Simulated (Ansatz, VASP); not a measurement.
# Two plane-wave programs on W

```
W
1.0
     0.00000    1.99900    1.99900
     1.99900    0.00000    1.99900
     1.99900    1.99900    0.00000
W
1
Direct
  0.00000 0.00000 0.00000
```

Alike in both runs: functional PBEsol; k mesh 24 × 24 × 24; occupations gaussian, width 0.1 eV; no spin polarisation.

Ansatz relaxed the structure, and its values are those at the end. VASP's run is a single point on that final structure, the one shown.

|  | VASP | Ansatz |
| --- | --- | --- |
| version | VASP 6.6.1 | Ansatz 0.2.0 |
| potentials or method | VASP PAW PBE potentials, release 64 (W_sv), cutoff 520 eV | scalar-relativistic, plane waves, PAW |
| valence electrons in the cell | 14 | 14 |

|  | VASP | Ansatz | Ansatz less VASP |
| --- | --- | --- | --- |
| gap on the k mesh at the Fermi level (eV) | none | none | - |
| pressure (GPa) | 0.7 | 0.0 | -0.67 |

VASP's potentials were made for PBE, not for PBEsol. A gap of «none» marks a metal or a gap that the smearing closes.

Neither program's run includes spin-orbit coupling.
